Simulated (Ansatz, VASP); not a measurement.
## BiMo: VASP beside Ansatz

```xyz
4
Lattice="4.4339 0.0000 0.0000 -2.2170 3.9183 0.0000 0.0000 0.0000 5.1028" Properties=species:S:1:pos:R:3 pbc="T T T"
Mo    0.0000    0.0000    0.0000
Mo    0.0000    0.0000    2.5514
Bi    0.0000    2.6122    1.2757
Bi    2.2170    1.3061    3.8271
```

Change from the starting cell: strain e1 = -0.02, atoms carried along.

Alike in both runs: task single point; functional PBEsol; k mesh 8 × 8 × 6; occupations gaussian, width 0.05 eV; no spin polarisation.

```csv
,VASP,Ansatz
version,VASP 6.6.1,Ansatz 0.2.0
potentials or method,"VASP PAW PBE potentials, release 64 (Mo_sv, Bi_d), cutoff 520 eV","scalar-relativistic, plane waves, PAW"
valence electrons in the cell,58,58
```

Ansatz gave:

- gap on the k mesh at the Fermi level (eV): none
- pressure (GPa): 2.5
- traceless stress, the component that is largest in VASP (GPa): 1.36
- rms of the force components (eV/Å): 0.081

**Question.** Estimate VASP's values.

**Answer.** gap on the k mesh at the Fermi level (eV): none; pressure (GPa): 2.6; traceless stress, the component that is largest in VASP (GPa): 1.34; rms of the force components (eV/Å): 0.081.

VASP's potentials were made for PBE, not for PBEsol. Atom by atom the forces differ by 0.000 eV/Å (rms over components). A gap of «none» marks a metal or a gap that the smearing closes. With one functional, cell and mesh, what is left measures potentials, basis and numerics.

Neither program's run includes spin-orbit coupling.
